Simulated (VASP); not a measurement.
A run of VASP 6.6.1 is set up as follows.

Contents of INCAR:

```
PREC = Accurate
ENCUT = 520
EDIFF = 1E-7
ISMEAR = 0
SIGMA = 0.01
LREAL = F
LASPH = T
NELM = 60
ALGO = Normal
ISIF = 2
LWAVE = F
LCHARG = F
GGA = PE
IVDW = 13
NBANDS = 33
```

File KPOINTS:

```
Automatic mesh
0
Gamma
  4 4 6
```

Contents of POSCAR:

```
TiO2
1.0
    4.6073063092      0.0000000000      0.0000000000
    0.0000000000      4.6073063092      0.0000000000
    0.0000000000      0.0000000000      2.9548326931
Ti O
2 4
Direct
    0.0000000000      0.0000000000      0.0000000000
    0.5000000000      0.5000000000      0.5000000000
    0.3045377375      0.3045377375      0.0000000000
    0.1954622625      0.8045377375      0.5000000000
    0.6954622625      0.6954622625      0.0000000000
    0.8045377375      0.1954622625      0.5000000000
```

Potentials or basis: VASP PAW PBE potentials, release 64 (Ti_sv, O).

The run is started by

```sh
$ cat potpaw_PBE.64/Ti_sv/POTCAR potpaw_PBE.64/O/POTCAR > POTCAR
$ mpirun -np 1 vasp_std > vasp.out
```

**Question.** What does it give for the dispersion energy per atom?

**Answer.** -0.206 eV.

**Question.** Estimate the largest force.

**Answer.** 0.024 eV/Å.

**Question.** Estimate the band gap on the k mesh.

**Answer.** 1.85 eV.

Forces in eV/Å, atoms in the order of the input:
```
Ti   0.000  0.000  0.000
Ti   0.000  0.000  0.000
O   -0.017 -0.017  0.000
O    0.017 -0.017  0.000
O    0.017  0.017  0.000
O   -0.017  0.017  0.000
```

**Experimental background.**

From “Shallow Valence Band of Rutile GeO2 and P-type Doping”, 2020, arxiv:2011.08928, for a bulk crystal of TiO2 at 1.6 K: band gap 3.03 eV (direct).

Measured gap of TiO2: 3.03 eV (direct; 1.6 K; quoted in “Shallow Valence Band of Rutile GeO2 and P-type Doping”, 2020, arxiv:2011.08928). This calculation gives 1.85 eV (-1.18 eV). 2 values of this kind are on record in papers (3.03 to 3.05 eV); this one was drawn at random among those near their median. The value is that of PBE+D4 on a finite k mesh, which can miss the band edges, without temperature or zero-point motion. Semilocal functionals fall short of measured gaps as a rule.
